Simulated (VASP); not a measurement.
# WS2 in VASP: a series of runs, part 2 of 2

VASP 6.6.1.

## 4. Single point, r2SCAN (strain +0.0100 x Voigt [0, 0, 1, 0, 0, 0])

The input, POSCAR:

```
WS2
1.0
    3.1835163552      0.0000000000      0.0000000000
   -1.5917581776      2.7570060369      0.0000000000
    0.0000000000      0.0000000000     17.1200836689
W S
1 2
Direct
    0.3333333333      0.6666666667      0.0000000000
    0.6666666667      0.3333333333      0.9079994900
    0.6666666667      0.3333333333      0.0920005100
```

The input, INCAR.step1:

```
ALGO     = Normal         # electronic algorithm
EDIFF    = 1E-4           # SCF threshold, eV
ENCUT    = 520            # plane-wave cutoff, eV
GGA      = PE             # functional
ISMEAR   = 0              # smearing method
LASPH    = T              # aspherical terms in the spheres
LCHARG   = F              # write CHGCAR
LREAL    = F              # projectors in reciprocal space
LWAVE    = T              # write WAVECAR
NBANDS   = 20             # bands
NELM     = 80             # most SCF steps
PREC     = Accurate       # precision mode
SIGMA    = 0.05           # smearing width, eV
```

The input, INCAR.step2:

```
ALGO     = Normal         # electronic algorithm
EDIFF    = 1E-6           # SCF threshold, eV
ENCUT    = 520            # plane-wave cutoff, eV
ISIF     = 2              # what is computed and relaxed
ISMEAR   = 0              # smearing method
ISTART   = 1            
LASPH    = T              # aspherical terms in the spheres
LCHARG   = F              # write CHGCAR
LMIXTAU  = T            
LREAL    = F              # projectors in reciprocal space
LWAVE    = F              # write WAVECAR
METAGGA  = R2SCAN         # meta-GGA
NBANDS   = 20             # bands
NELM     = 80             # most SCF steps
PREC     = Accurate       # precision mode
SIGMA    = 0.05           # smearing width, eV
```

The input, KPOINTS:

```
k-points
0
Gamma
  12 12 2
```

Potentials or basis: VASP PAW PBE potentials, release 64 (W_sv, S).

Command:

```
$ cat potpaw_PBE.64/W_sv/POTCAR potpaw_PBE.64/S/POTCAR > POTCAR
$ cp INCAR.step1 INCAR
$ mpirun -np 1 vasp_std > vasp.out
$ cp INCAR.step2 INCAR
$ mpirun -np 1 vasp_std > vasp.out
```

OUTCAR:

```text
EDIFF = 1E-6
   ENCUT = 520
   ISIF = 2
   ISMEAR = 0
   ISTART = 1
   LASPH = T
   LREAL = F
   METAGGA = R2SCAN
   NELM = 80
   PREC = Accurate

 ion  position               nearest neighbor table
   1  0.333  0.667  0.000-   2 2.42   3 2.42   2 2.42   3 2.42   2 2.42   3 2.42
   2  0.667  0.333  0.908-   1 2.42   1 2.42   1 2.42
   3  0.667  0.333  0.092-   1 2.42   1 2.42   1 2.42

[... 749 lines left out ...]

  FORCE on cell =-STRESS in cart. coord.  units (eV):
  Direction    XX          YY          ZZ          XY          YZ          ZX
  --------------------------------------------------------------------------------------
  -------------------------------------------------------------------------------------
  Total       -0.3716772     -0.3716772     -1.0368023     -0.0000000      0.0000000     -0.0000000
  in kB       -3.9630155     -3.9630155    -11.0549263     -0.0000000      0.0000000     -0.0000000
  external PRESSURE =      -6.3269857 kB  Pullay stress =       0.0000000 kB

 VOLUME and BASIS-vectors are now :
 -----------------------------------------------------------------------------
  energy-cutoff  :      520.00
  volume of cell :      150.26
      direct lattice vectors                 reciprocal lattice vectors
     3.183516355  0.000000000  0.000000000     0.314118066  0.181356150  0.000000000
    -1.591758178  2.757006037  0.000000000     0.000000000  0.362712300  0.000000000
     0.000000000  0.000000000 17.120083669     0.000000000  0.000000000  0.058410929

 POSITION                                       TOTAL-FORCE (eV/Angst)
 -----------------------------------------------------------------------------------
     -0.00000      1.83800      0.00000        -0.000000     -0.000000      0.000000
      1.59176      0.91900     15.54503        -0.000000      0.000000      0.320001
      1.59176      0.91900      1.57506         0.000000      0.000000     -0.320001
 -----------------------------------------------------------------------------------
    total drift:                                0.000000     -0.000000     -0.000000

  FREE ENERGIE OF THE ION-ELECTRON SYSTEM (eV)
  ---------------------------------------------------
  free  energy   TOTEN  =       -70.0358066697 eV

  energy  without entropy=      -70.0358066697  energy(sigma->0) =      -70.03580667
```

OUTCAR.step1:

```text
EDIFF = 1E-4
   ENCUT = 520
   GGA = PE
   ISMEAR = 0
[... 779 lines left out ...]
     -0.00000      1.83800      0.00000        -0.000000      0.000000      0.000000
      1.59176      0.91900     15.54503         0.000000     -0.000000      0.049869
      1.59176      0.91900      1.57506         0.000000      0.000000     -0.049869
 -----------------------------------------------------------------------------------
    total drift:                               -0.000000      0.000000     -0.000000

  FREE ENERGIE OF THE ION-ELECTRON SYSTEM (eV)
  ---------------------------------------------------
  free  energy   TOTEN  =       -23.6743654420 eV

  energy  without entropy=      -23.6743654420  energy(sigma->0) =      -23.67436544
```

OSZICAR.step1:

```text
N       E                     dE             d eps       ncg     rms          rms(c)
DAV:   1     0.171451584037E+03    0.17145E+03   -0.13801E+04  1824   0.108E+03
DAV:   2    -0.118339430730E+02   -0.18329E+03   -0.17795E+03  1976   0.254E+02
DAV:   3    -0.248457905557E+02   -0.13012E+02   -0.12922E+02  2024   0.658E+01
DAV:   4    -0.250822941317E+02   -0.23650E+00   -0.23617E+00  2016   0.976E+00
DAV:   5    -0.250877471267E+02   -0.54530E-02   -0.54527E-02  2000   0.151E+00    0.259E+01
DAV:   6    -0.238727444436E+02    0.12150E+01   -0.69423E+00  1728   0.173E+01    0.106E+01
DAV:   7    -0.237540165317E+02    0.11873E+00   -0.18847E+00  1704   0.746E+00    0.493E+00
DAV:   8    -0.236770838533E+02    0.76933E-01   -0.40416E-01  1856   0.412E+00    0.109E+00
DAV:   9    -0.236761892917E+02    0.89456E-03   -0.19841E-02  1992   0.885E-01    0.671E-01
DAV:  10    -0.236745680597E+02    0.16212E-02   -0.84249E-03  1900   0.623E-01    0.666E-02
DAV:  11    -0.236744121432E+02    0.15592E-03   -0.86157E-04  1828   0.193E-01    0.762E-02
DAV:  12    -0.236743654420E+02    0.46701E-04   -0.55598E-05  1200   0.469E-02
   1 F= -.23674365E+02 E0= -.23674365E+02  d E =-.224372E-30
```

Wall time 3.7 min (1 thread of AMD EPYC 9R45 (Zen 5), shared host); peak memory 0.32 GiB.

Results:

```
Free energy            : -70.0358 eV
Largest force          : 0.320 eV/Å
Band gap on the k mesh : 1.96 eV
```

Forces in eV/Å, atoms in the order of the input:
```
W    0.000  0.000  0.000
S    0.000  0.000  0.320
S    0.000  0.000 -0.320
```

Caveat: the cell differs from its parent crystal (strain +0.0100 x Voigt [0, 0, 1, 0, 0, 0]); the PAW data sets were made with another functional, which shifts forces and pressure a little; spin-orbit coupling is left out, which moves the levels of the heavy elements.

## 5. Single point, r2SCAN (strain +0.0300 x Voigt [0, 0, 1, 0, 0, 0])

POSCAR, as its differences from that of step 4:

```diff
@@ -4,3 +4,3 @@
    -1.5917581776      2.7570060369      0.0000000000
-    0.0000000000      0.0000000000     17.1200836689
+    0.0000000000      0.0000000000     17.4590952267
 W S
```

The input, INCAR.step1:

```
PREC = Accurate
ENCUT = 520
ISMEAR = 0
SIGMA = 0.05
LREAL = F
LASPH = T
NELM = 60
NBANDS = 20
GGA = PE
ALGO = Normal
EDIFF = 1E-4
LWAVE = T
LCHARG = F
```

The input, INCAR.step2:

```
PREC = Accurate
ENCUT = 520
EDIFF = 1E-6
ISMEAR = 0
SIGMA = 0.05
LREAL = F
LASPH = T
NELM = 60
ALGO = Normal
ISIF = 2
LWAVE = F
LCHARG = F
METAGGA = R2SCAN
LMIXTAU = T
NBANDS = 20
ISTART = 1
```

The input, KPOINTS:

```
Automatic mesh
0
Gamma
  12 12 2
```

Command:

```
$ cat potpaw_PBE.64/W_sv/POTCAR potpaw_PBE.64/S/POTCAR > POTCAR
$ cp INCAR.step1 INCAR
$ mpirun -np 1 vasp_std > vasp.out
$ cp INCAR.step2 INCAR
$ mpirun -np 1 vasp_std > vasp.out
```

It took 5.2 min on 1 thread of AMD EPYC 9R45 (Zen 5), shared host; peak memory 0.33 GiB.

It converged, with:

```yaml
Free_energy: -69.9968 eV
Largest_force: 0.918 eV/Å
Band_gap_on_the_k_mesh: 2.03 eV
```

Forces in eV/Å, atoms in the order of the input:
```
W    0.000  0.000  0.000
S    0.000  0.000  0.918
S    0.000  0.000 -0.918
```

Levels at points of the mesh, in eV from the valence-band top:
| k point | band 11 | band 12 | band 13 | band 14 | band 15 | band 16 |
| --- | --- | --- | --- | --- | --- | --- |
| (0.00, 0.00, 0.00) | -1.58 | -1.58 | -0.19 | 3.03 | 3.03 | 3.05 |
| (0.50, 0.00, 0.00) | -2.39 | -1.30 | -1.01 | 3.02 | 3.39 | 4.26 |
| (0.00, 0.00, 0.50) | -1.58 | -1.58 | -0.19 | 3.03 | 3.03 | 3.05 |
| (0.50, 0.00, 0.50) | -2.39 | -1.30 | -1.01 | 3.02 | 3.39 | 4.26 |

Caveat: the cell differs from its parent crystal (strain +0.0300 x Voigt [0, 0, 1, 0, 0, 0]); the PAW data sets were made with another functional, which shifts forces and pressure a little; spin-orbit coupling is left out, which moves the levels of the heavy elements.

## 6. The runs side by side

```tsv
cell	gap on the mesh (eV)	largest force (eV/Å)
a = 3.184, b = 3.184, c = 16.273 Å, angles 90.0, 90.0, 120.0°, 3 atoms	1.41	1.41
a = 3.184, b = 3.184, c = 16.612 Å, angles 90.0, 90.0, 120.0°, 3 atoms	1.66	0.67
a = 3.184, b = 3.184, c = 17.120 Å, angles 90.0, 90.0, 120.0°, 3 atoms	1.96	0.32
a = 3.184, b = 3.184, c = 17.459 Å, angles 90.0, 90.0, 120.0°, 3 atoms	2.03	0.92
```

Alike in all rows: task single point; level r2SCAN; potentials or basis VASP PAW PBE potentials, release 64 (W_sv, S); no spin polarisation; k mesh 12 × 12 × 2; cutoff (eV) 520; smearing gaussian 0.05 eV.

Caveats: the PAW data sets were made with another functional, which shifts forces and pressure a little; spin-orbit coupling is left out, which moves the levels of the heavy elements.

Absolute energies hang on the potentials; compare differences alone.
